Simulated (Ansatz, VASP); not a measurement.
**TiAl3 in VASP and in Ansatz**

```
CELL_PARAMETERS angstrom
3.95567 0.00000 0.22251
0.00000 3.95567 0.00000
0.22251 0.00000 3.95567
ATOMIC_POSITIONS crystal
Ti 0.00000 0.00000 0.00000
Al 0.50000 0.50000 0.00000
Al 0.50000 0.00000 0.50000
Al 0.00000 0.50000 0.50000
```

Change from the starting cell: strain +0.1125 x Voigt [0, 0, 0, 0, 1, 0], atoms carried along.

Alike in both runs: task single point; functional r2SCAN; k mesh 12 × 12 × 12; occupations gaussian, width 0.15 eV; no spin polarisation.

|  | VASP | Ansatz |
| --- | --- | --- |
| version | VASP 6.6.1 | Ansatz 0.2.0 |
| potentials or method | VASP PAW PBE potentials, release 64 (Ti_sv, Al), cutoff 520 eV | scalar-relativistic, plane waves, PAW |
| valence electrons in the cell | 21 | 21 |

```tsv
	VASP	Ansatz	Ansatz less VASP
gap on the k mesh at the Fermi level (eV)	none	none	-
pressure (GPa)	1.9	2.0	+0.11
traceless stress, the component that is largest in VASP (GPa)	-9.92	-9.95	-0.024
```

VASP's potentials were made for PBE, not for r2SCAN. A gap of «none» marks a metal or a gap that the smearing closes.
